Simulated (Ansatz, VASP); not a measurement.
Two plane-wave programs on Al

The input INCAR:

```
  PREC = Accurate
  ENCUT = 520
  EDIFF = 1E-7
  ISMEAR = 0
  SIGMA = 0.15
  LREAL = False
  LASPH = True
  NELM = 80
  ALGO = Fast
  ISIF = 2
  LWAVE = False
  LCHARG = False
  GGA = PE
  NBANDS = 10
```

KPOINTS

```
regular mesh
0
Gamma
  20 20 12
```

The input POSCAR:

```
Al
1.0
   -1.6175102401      1.6175102401      1.6175102401
    1.6175102401     -1.6175102401      1.6175102401
    3.2350204801      3.2350204801      0.0000000000
Al
2
Direct
    0.0054264071     -0.0434478047      0.0000000000
    0.4945735929      0.5434478047      0.5000000000
```

Input for Ansatz:

```yaml
crystal:
  lattice:
    - [-1.6175102401, 1.6175102401, 1.6175102401]
    - [1.6175102401, -1.6175102401, 1.6175102401]
    - [3.2350204801, 3.2350204801, 0.0]
  atoms:
    - { symbol: Al, position: [0.0054264071, -0.0434478047, 0.0] }
    - { symbol: Al, position: [0.4945735929, 0.5434478047, 0.5] }
basis:
  ecutwfc: 420
kpoints:
  mp_grid: { grid: [20, 20, 12] }
hamiltonian:
  xc: pbe
scf:
  occupations: { method: gaussian, width: 0.15 }
output:
  forces: true
  stress: true
  eigenvalues: true
```

Change from the starting cell: mode 1 frozen in at -0.112 Å and mode 5 at -0.061 Å (largest displacements).

Alike in both runs: task single point; functional PBE; k mesh 20 × 20 × 12; occupations gaussian, width 0.15 eV; no spin polarisation.

|  | VASP | Ansatz |
| --- | --- | --- |
| version | VASP 6.6.1 | Ansatz 0.2.0 |
| potentials or method | VASP PAW PBE potentials, release 64 (Al), cutoff 520 eV | scalar-relativistic, plane waves, PAW |
| valence electrons in the cell | 6 | 6 |

```csv
,VASP,Ansatz,Ansatz less VASP
gap on the k mesh at the Fermi level (eV),none,none,-
pressure (GPa),0.2,0.2,+0.02
"traceless stress, the component that is largest in VASP (GPa)",-0.42,-0.42,-0.002
rms of the force components (eV/Å),0.149,0.149,+0.0002
```

Atom by atom the forces differ by 0.000 eV/Å (rms over components). A gap of «none» marks a metal or a gap that the smearing closes. With one functional, cell and mesh, what is left measures potentials, basis and numerics.
